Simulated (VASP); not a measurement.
# Li2H (P1) in VASP: relaxation of cell and atoms with PBE

Aim: the relaxation of cell and atoms of Li2H with PBE.

Everything below comes from runs of VASP 6.6.1. Logs are shortened: lines on timing, memory, paths and dates and some standing lists are left out, and cuts for length are marked.

## (1) The cell of the first run

The typed cell holds 6 atoms: a = 2.791 Å, b = 4.613 Å, c = 5.407 Å, α = 98.12°, β = 104.56°, γ = 90.35°.

## (2) Relaxation of cell and atoms, PBE

INCAR

```
PREC = Accurate ; ENCUT = 600
EDIFF = 1E-6 ; ISMEAR = 0
SIGMA = 0.2 ; LREAL = F
LASPH = T ; NELM = 100
ALGO = Normal ; ISIF = 3
LWAVE = F ; LCHARG = F
GGA = PE ; IBRION = 2
NSW = 80 ; EDIFFG = -0.025
```

KPOINTS

```
Automatic mesh
0
Gamma
  8 4 8
```

POSCAR

```
Li2H
1.0
    1.4030182377     -2.4132770579     -0.0086492318
   -4.0026712146     -2.2941214895      0.0013422841
   -0.0253052402      1.5760650882     -5.1718219126
Li H
4 2
Direct
    0.8726526796      0.9589613067      0.7437047927
    0.4039998945      0.4706227706      0.7684184143
    0.6287631001      0.5585154566      0.2267262432
    0.0933697872      0.0218377800      0.2191233616
    0.9711725982      0.6710079511      1.0270892319
    0.5291358404      0.1520860350      1.0131257562
```

Potentials or basis: VASP PAW PBE potentials, release 64 (Li_sv, H).

Command:

```
> cat potpaw_PBE.64/Li_sv/POTCAR potpaw_PBE.64/H/POTCAR > POTCAR
> mpirun -np 1 vasp_std > vasp.out
```

OUTCAR:

```text
PREC = Accurate
   ENCUT = 600
   EDIFF = 1E-6
   ISMEAR = 0
   LREAL = F
   LASPH = T
   NELM = 100
   ISIF = 3
   GGA = PE
   IBRION = 2
   NSW = 80
   EDIFFG = -0.025

 ion  position               nearest neighbor table
   1  0.873  0.959  0.744-   4 2.46
   2  0.404  0.471  0.768-   3 2.37
   3  0.629  0.559  0.227-   5 1.74   2 2.37   4 2.50
   4  0.093  0.022  0.219-   1 2.46   3 2.50
   5  0.971  0.671  0.027-   3 1.74
   6  0.529  0.152  0.013-

  LATTYP: Found a triclinic cell.
 ALAT       =     5.4255228562
 B/A-ratio  =     0.5145115968
 C/A-ratio  =     0.8503325888
 COS(alpha) =     0.0061716206
 COS(beta)  =     0.1438564622
 COS(gamma) =     0.2639884027

  Lattice vectors:

 A1 = (  -1.3777129975,   0.8372119697,   5.1804711444)
 A2 = (  -1.4030182377,   2.4132770579,   0.0086492318)
 A3 = (  -4.0026712146,  -2.2941214895,   0.0013422841)

Analysis of symmetry for initial positions (statically):
=====================================================================
 Subroutine PRICEL returns:
 Original cell was already a primitive cell.

 Routine SETGRP: Setting up the symmetry group for a
 triclinic supercell.

 Subroutine GETGRP returns: Found  1 space group operations
 (whereof  1 operations were pure point group operations)
 out of a pool of  2 trial point group operations.

The static configuration has the point symmetry C_1 .

Analysis of symmetry for dynamics (positions and initial velocities):
=====================================================================
 Subroutine PRICEL returns:
 Original cell was already a primitive cell.

 Routine SETGRP: Setting up the symmetry group for a
 triclinic supercell.

 Subroutine GETGRP returns: Found  1 space group operations
 (whereof  1 operations were pure point group operations)
 out of a pool of  2 trial point group operations.

The dynamic configuration has the point symmetry C_1 .

 Subroutine INISYM returns: Found  1 space group operations
 (whereof  1 operations are pure point group operations),
 and found     1 'primitive' translations

----------------------------------------------------------------------------------------

                                     Primitive cell

  volume of cell :      66.6562

  direct lattice vectors                    reciprocal lattice vectors
     1.403018238 -2.413277058 -0.008649232     0.177968054 -0.310565859 -0.095512866
    -4.002671215 -2.294121490  0.001342284    -0.187449524 -0.108862799 -0.032257762
    -0.025305240  1.576065088 -5.171821913    -0.000346280  0.000491129 -0.193204098

  length of vectors
     2.791494428  4.613498896  5.406696164     0.370467932  0.219155187  0.193205032

  position of ions in fractional coordinates (direct lattice)
     0.872652680  0.958961307  0.743704793
     0.403999894  0.470622771  0.768418414
     0.628763100  0.558515457  0.226726243
     0.093369787  0.021837780  0.219123362
     0.971172598  0.671007951  0.027089232
     0.529135840  0.152086035  0.013125756

  ion indices of the primitive-cell ions
   primitive index   ion index
                 1           1
                 2           2
                 3           3
                 4           4
                 5           5
                 6           6

----------------------------------------------------------------------------------------

 KPOINTS: Automatic mesh

Automatic generation of k-mesh.
 Grid dimensions read from file:
 generate k-points for:    8    4    8

 Generating k-lattice:

  Cartesian coordinates                     Fractional coordinates (reciprocal lattice)
     0.022246007 -0.038820732 -0.011939108     0.125000000  0.000000000 -0.000000000
    -0.046862381 -0.027215700 -0.008064441     0.000000000  0.250000000  0.000000000
    -0.000043285  0.000061391 -0.024150512    -0.000000000 -0.000000000  0.125000000

  Length of vectors
     0.046308491  0.054788797  0.024150629

  Shift w.r.t. Gamma in fractional coordinates (k-lattice)
     0.000000000  0.000000000  0.000000000

 Subroutine IBZKPT returns following result:
 ===========================================

 Found    132 irreducible k-points:

 Following reciprocal coordinates:
            Coordinates               Weight
  0.000000  0.000000  0.000000      1.000000
  0.125000 -0.000000  0.000000      2.000000
  0.250000 -0.000000  0.000000      2.000000
  0.375000 -0.000000  0.000000      2.000000
  0.500000 -0.000000  0.000000      1.000000
  0.000000  0.250000 -0.000000      2.000000
[... 16 lines left out ...]
  0.500000  0.000000  0.125000      2.000000
 -0.375000  0.000000  0.125000      2.000000
 [... further k-points ...]
   k-points           NKPTS =    132   k-points in BZ     NKDIM =    132   number of bands    NBANDS=     11
   number of dos      NEDOS =    301   number of ions     NIONS =      6
   total plane-waves  NPLWV =  46080
   dimension x,y,z NGX =    24 NGY =   40 NGZ =   48
   dimension x,y,z NGXF=    48 NGYF=   80 NGZF=   96
   ions per type =               4   2
   NGX,Y,Z   is equivalent  to a cutoff of  14.29, 14.41, 14.76 a.u.
   NGXF,Y,Z  is equivalent  to a cutoff of  28.59, 28.83, 29.52 a.u.
 SYSTEM =  unknown system
   PREC   = accura    normal or accurate (medium, high low for compatibility)
   ISTART =      0    job   : 0-new  1-cont  2-samecut
   ICHARG =      2    charge: 1-file 2-atom 10-const
   ISPIN  =      1    spin polarized calculation?
   LNONCOLLINEAR =      F non collinear calculations
   LSORBIT =      F    spin-orbit coupling
   LASPH  =      T    aspherical Exc in radial PAW
   ENCUT  =  600.0 eV  44.10 Ry    6.64 a.u.   5.58  9.21 10.80*2*pi/ulx,y,z
   NELM   =    100;   NELMIN=  2; NELMDL= -5     # of ELM steps
   EDIFF  = 0.1E-05   stopping-criterion for ELM
   LREAL  =      F    real-space projection
   EDIFFG = -.3E-01   stopping-criterion for IOM
   NSW    =     80    number of steps for IOM
   IBRION =      2    ionic relax: 0-MD 1-quasi-New 2-CG
   NFREE  =      1    steps in history (QN), initial steepest desc. (CG)
   ISIF   =      3    stress and relaxation
   ISYM   =      2    0-nonsym 1-usesym 2-fastsym
   POTIM  = 0.5000    time-step for ionic-motion
   TEBEG  =    0.0;   TEEND  =   0.0 temperature during run
   PSTRESS=    0.0 pullay stress
   NELECT =      14.0000    total number of electrons
   NUPDOWN=      -1.0000    fix difference up-down
   EMIN   =  10.00;   EMAX   =-10.00  energy-range for DOS
   EFERMI =   0.00;   METHOD = LEGACY
   ISMEAR =     0;   SIGMA  =   0.20  broadening in eV -4-tet -1-fermi 0-gaus
   EFERMI_NEDOS =   21; number of points for ismear=-14 and -15
   IALGO  =     38    algorithm
   IMIX   =      4    mixing-type and parameters
     AMIX     =   0.40;   BMIX     =  1.00
     AMIX_MAG =   1.60;   BMIX_MAG =  1.00
  volume/ion in A,a.u.               =      11.11        74.97
  Fermi-wavevector in a.u.,A,eV,Ry     =   0.973130  1.838948 12.884462  0.946981
  Thomas-Fermi vector in A             =   2.103484
   LORBIT       =      0    0 simple, 1 ext, 2 COOP (PROOUT), +10 PAW based schemes
   GGA     = PE    functional components
   LHFCALC =     F    Hartree Fock is set to
   AEXX    =    0.0000 exact exchange contribution
   IVDW    =     0    specifies the selected vdW correction
   LEPSILON=     F    determine dielectric tensor
   LRPA    =     F    only Hartree local field effects (RPA)
 conjugate gradient relaxation of ions
 non-spin polarized calculation
 Gauss-broadening in eV      SIGMA  =   0.20
  energy-cutoff  :      600.00
  volume of cell :       66.66
 maximum number of plane-waves:      2244
 NGX is ok and might be reduce to    24
   NGX = 11   NGY = 19   NGZ = 21

--------------------------------------- Ionic step        1  -------------------------------------------

 number of electron      14.0000002 magnetization

 Free energy of the ion-electron system (eV)
  ---------------------------------------------------
  ext. energy  EPLUGINS =         0.00000000
  ---------------------------------------------------
  free energy    TOTEN  =       -15.33711737 eV

  energy without entropy =      -15.31738888  energy(sigma->0) =      -15.32725312

------------------------ aborting loop because EDIFF is reached ----------------------------------------

  FORCE on cell =-STRESS in cart. coord.  units (eV):
  Direction    XX          YY          ZZ          XY          YZ          ZX
  --------------------------------------------------------------------------------------
  -------------------------------------------------------------------------------------
  Total        1.4897723      1.3142819     -0.0287156      0.4785345     -0.0682992      0.1187255
  in kB       35.8088187     31.5906537     -0.6902212     11.5022646     -1.6416690      2.8537388
  external PRESSURE =      22.2364170 kB  Pullay stress =       0.0000000 kB
[... 101 lines left out ...]
  FREE ENERGIE OF THE ION-ELECTRON SYSTEM (eV)
  ---------------------------------------------------
  free  energy   TOTEN  =       -15.5480719356 eV

  energy  without entropy=      -15.5281150970  energy(sigma->0) =      -15.53809352

[... ionic steps 4 to 7 ...]

--------------------------------------- Ionic step        8  -------------------------------------------

 number of electron      14.0000001 magnetization

------------------------ aborting loop because EDIFF is reached ----------------------------------------

  FORCE on cell =-STRESS in cart. coord.  units (eV):
  Direction    XX          YY          ZZ          XY          YZ          ZX
  --------------------------------------------------------------------------------------
  -------------------------------------------------------------------------------------
  Total        0.0539930      0.1222562      0.0708526     -0.0473871      0.0032675     -0.0093945
  in kB        1.2527030      2.8364911      1.6438662     -1.0994379      0.0758099     -0.2179627
  external PRESSURE =       1.9110201 kB  Pullay stress =       0.0000000 kB
[... 65 lines left out ...]
  energy  without entropy=      -15.5558211098  energy(sigma->0) =      -15.56497869

--------------------------------------- Ionic step       10  -------------------------------------------

 number of electron      14.0000004 magnetization

 Free energy of the ion-electron system (eV)
  ---------------------------------------------------
  ext. energy  EPLUGINS =         0.00000000
  ---------------------------------------------------
  free energy    TOTEN  =       -15.57451498 eV

  energy without entropy =      -15.55598942  energy(sigma->0) =      -15.56525220

 E-fermi :   1.9120     XC(G=0):  -7.8436

 val. band max:        1.9099161512   @ k =  -0.3750  -0.0000   0.2500
 cond. band min:       1.9173212656   @ k =  -0.3750   0.0000   0.1250
 fundamental gap:      0.0074051144
 Fermi energy:         1.9119754488

 k-point     1 :       0.0000    0.0000    0.0000
  band No.  band energies     occupation
      1     -45.0227      2.00000
      2     -44.9953      2.00000
      3     -44.9757      2.00000
      4     -44.9532      2.00000
      5      -5.2733      2.00000
      6      -2.3526      2.00000
      7      -0.3374      2.00000
      8       2.8883      0.00000
      9       3.6523      0.00000
     10       3.8612      0.00000
     11       6.0823      0.00000
[... 309 lines left out ...]
 k-point    24 :      -0.3750    0.0000    0.1250
  band No.  band energies     occupation
      1     -44.9971      2.00000
      2     -44.9840      2.00000
      3     -44.9622      2.00000
      4     -44.9473      2.00000
      5      -3.4936      2.00000
      6      -1.6042      2.00000
      7       1.9173      0.96985
      8       3.3516      0.00000
      9       4.3098      0.00000
     10       4.6408      0.00000
     11       6.4086      0.00000

 [... further k-points ...]
[... 5 lines left out ...]
  --------------------------------------------------------------------------------------
  -------------------------------------------------------------------------------------
  Total       -0.0177861     -0.0108377     -0.0458209     -0.0076043      0.0011139     -0.0029771
  in kB       -0.4085464     -0.2489416     -1.0525062     -0.1746704      0.0255856     -0.0683848
  external PRESSURE =      -0.5699981 kB  Pullay stress =       0.0000000 kB
[... 21 lines left out ...]
  FREE ENERGIE OF THE ION-ELECTRON SYSTEM (eV)
  ---------------------------------------------------
  free  energy   TOTEN  =       -15.5745149786 eV

  energy  without entropy=      -15.5559894182  energy(sigma->0) =      -15.56525220

 reached required accuracy - stopping structural energy minimisation
```

Wall time 8 min (1 thread of Intel Xeon 6975P-C, shared host); peak memory 0.27 GiB.

What came out:

```
Free energy                            : -15.5745 eV
Relaxed volume                         : 11.63 Å³/atom
Relaxed cell                           : a = 2.798 Å, b = 4.879 Å, c = 5.351 Å, α = 98.41°, β = 105.03°, γ = 89.92°
Space group after relaxing (to 0.05 Å) : Cm (No. 8)
Energy gained by relaxing              : 39.6 meV/atom
Ionic steps                            : 10
Pressure after relaxing                : -0.1 GPa
Largest force after relaxing           : 0.022 eV/Å
Band gap on the k mesh                 : zero (band 7 reaches 2.93 eV, above the bottom of band 8 at 0.03 eV)
```

Forces on the atoms (eV/Å):
```
Li   0.005  0.004 -0.021
Li  -0.004  0.010  0.004
Li   0.008 -0.007  0.018
Li  -0.002  0.002 -0.004
H   -0.010 -0.007  0.008
H    0.002 -0.002 -0.005
```

The path:
| step | energy change (eV) | largest force (eV/Å) | pressure (GPa) | volume (Å³) |
| --- | --- | --- | --- | --- |
| 1 | 0.0000 | 0.9190 | 2.22 | 66.66 |
| 2 | -0.1093 | 0.5944 | 1.17 | 68.15 |
| 3 | -0.2110 | 0.1604 | -0.80 | 72.16 |
| 4 | -0.2111 | 0.1653 | -0.74 | 72.02 |
| 5 | -0.2214 | 0.1340 | -0.52 | 71.30 |
| 6 | -0.2321 | 0.0970 | 0.10 | 69.44 |
| 7 | -0.2360 | 0.0455 | 0.17 | 69.15 |
| 8 | -0.2363 | 0.0380 | 0.19 | 69.06 |
| 9 | -0.2370 | 0.0268 | 0.07 | 69.38 |
| 10 | -0.2374 | 0.0219 | -0.06 | 69.75 |

Final structure:
```
CELL_PARAMETERS angstrom
1.39714 -2.42425 -0.00333
-4.22422 -2.44234 -0.01497
-0.00572 1.60565 -5.10479
ATOMIC_POSITIONS crystal
Li 0.87930 0.96062 0.74941
Li 0.38695 0.46142 0.76091
Li 0.61807 0.53982 0.25046
Li 0.11621 0.03836 0.23887
H 0.00067 0.66632 0.00175
H 0.49790 0.16649 0.99679
```

Caveat: the cutoff is under 1.25 times the usual one of these potentials, so pressure, stress and relaxed cells hold a basis-set (Pulay) error.
